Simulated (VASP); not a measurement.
A run of VASP 6.6.1 is set up as follows.

POSCAR

```
AlGa3N4
1.0
    4.4653444522      0.0000000000      0.0000000000
    0.0000000000      4.4653444522      0.0000000000
    0.0000000000      0.0000000000      4.4653444522
Al Ga N
1 3 4
Direct
    0.0000000000      0.0000000000      0.0000000000
    0.4762468454      0.5000000000      0.0000000000
    0.5237531546      0.0000000000      0.5237531546
    0.0000000000      0.5000000000      0.4762468454
    0.7483407130      0.7553510553      0.2376386024
    0.7623613976      0.2586696293      0.7623613976
    0.2376386024      0.7553510553      0.7483407130
    0.2516592870      0.2306282601      0.2516592870
```

The input INCAR.step1:

```
SYSTEM = AlGa3N4
PREC     = Accurate       ! precision mode
ENCUT    = 520            ! plane-wave cutoff, eV
ISMEAR   = 0              ! smearing method
SIGMA    = 0.05           ! smearing width, eV
LREAL    = .False.        ! projectors in reciprocal space
LASPH    = .True.         ! aspherical terms in the spheres
NELM     = 60             ! most SCF steps
NBANDS   = 41             ! bands
GGA      = PE             ! functional
ALGO     = Normal         ! electronic algorithm
EDIFF    = 1E-4           ! SCF threshold, eV
LWAVE    = .True.         ! write WAVECAR
LCHARG   = .False.        ! write CHGCAR
```

Contents of INCAR.step2:

```
SYSTEM = AlGa3N4
PREC     = Accurate       ! precision mode
ENCUT    = 520            ! plane-wave cutoff, eV
EDIFF    = 1E-7           ! SCF threshold, eV
ISMEAR   = 0              ! smearing method
SIGMA    = 0.05           ! smearing width, eV
LREAL    = .False.        ! projectors in reciprocal space
LASPH    = .True.         ! aspherical terms in the spheres
NELM     = 60             ! most SCF steps
ALGO     = Normal         ! electronic algorithm
ISIF     = 2              ! what is computed and relaxed
LWAVE    = .False.        ! write WAVECAR
LCHARG   = .False.        ! write CHGCAR
METAGGA  = R2SCAN         ! meta-GGA
LMIXTAU  = .True.       
NBANDS   = 41             ! bands
ISTART   = 1
```

File KPOINTS:

```
Automatic mesh
0
Gamma
  6 6 6
  0 0 0
```

Potentials or basis: VASP PAW PBE potentials, release 64 (Al, Ga_d, N).

Launch:

```sh
$ cat potpaw_PBE.64/Al/POTCAR potpaw_PBE.64/Ga_d/POTCAR potpaw_PBE.64/N/POTCAR > POTCAR
$ cp INCAR.step1 INCAR
$ mpirun -np 1 vasp_std > vasp.out
$ cp INCAR.step2 INCAR
$ mpirun -np 1 vasp_std > vasp.out
```

(1) Estimate the largest force.

(2) What does it give for the band gap on the k mesh?

(3) Predict the pressure.

Answers

(1) 1.498 eV/Å.

(2) 2.75 eV.

(3) 0.6 GPa.

Caveat: the cell differs from its parent crystal (atoms displaced along a vibrational mode); the PAW data sets were made with another functional, which shifts forces and pressure a little.
